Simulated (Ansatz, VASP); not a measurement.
**Two plane-wave programs on Co**

The input INCAR:

```
SYSTEM = Co
  ALGO = Normal
  EDIFF = 1E-6
  ENCUT = 520
  GGA = PE
  ISIF = 2
  ISMEAR = -1
  ISPIN = 2
  LASPH = .TRUE.
  LCHARG = .FALSE.
  LMAXMIX = 4
  LORBIT = 11
  LREAL = .FALSE.
  LWAVE = .FALSE.
  MAGMOM = 1.95 1.95
  NBANDS = 20
  NELM = 150
  PREC = Accurate
  SIGMA = 0.1
```

The input KPOINTS:

```
k-points
0
G
  7 14 14
  0 0 0
```

POSCAR

```
Co
1.0
    0.0000000000      3.5921000000      3.5921000000
    1.7960500000      0.0000000000      1.7960500000
    1.7960500000      1.7960500000      0.0000000000
Co
2
Direct
    0.0000000000      0.0000000000      0.0000000000
    0.5000000000      0.0000000000      0.0000000000
```

Input for Ansatz:

```yaml
crystal:
  lattice:
    - [0.0, 3.5921, 3.5921]
    - [1.79605, 0.0, 1.79605]
    - [1.79605, 1.79605, 0.0]
  atoms:
    - { symbol: Co, position: [0.0, 0.0, 0.0], spin: 1.95 }
    - { symbol: Co, position: [0.5, 0.0, 0.0], spin: 1.95 }
magnetization:
  spin_polarized: true
hamiltonian:
  xc: pbe
  pseudopotentials: { kind: paw }
basis:
  ecutwfc: 420
kpoints:
  mp_grid: { grid: [7, 14, 14] }
scf:
  occupations: { method: fermi_dirac, width: 0.1 }
  lower_state_search: "off"
output:
  forces: true
  stress: true
```

Change from the starting cell: moments ++ scaled by 0.65, plain SCF.

Alike in both runs: task single point; functional PBE; k mesh 7 × 14 × 14; occupations fermi-dirac, width 0.1 eV; collinear spin.

|  | VASP | Ansatz |
| --- | --- | --- |
| version | VASP 6.6.1 | Ansatz 0.2.0 |
| potentials or method | VASP PAW PBE potentials, release 64 (Co), cutoff 520 eV | PAW, plane waves, scalar-relativistic |
| valence electrons in the cell | 18 | 34 |

|  | VASP | Ansatz | Ansatz less VASP |
| --- | --- | --- | --- |
| pressure (GPa) | -10.8 | -10.3 | +0.46 |
| net moment per atom (μB) | 1.70 | 1.71 | +0.012 |
| size of the moment on the site where the two differ most (μB) | 1.73 | 1.79 | +0.058 |

Site moments also hang on the region over which each program counts them. With one functional, cell and mesh, what is left measures potentials, basis and numerics. VASP's potentials hold 18 valence electrons a cell and Ansatz's 34, so a difference there can come from the potentials and not from the codes.
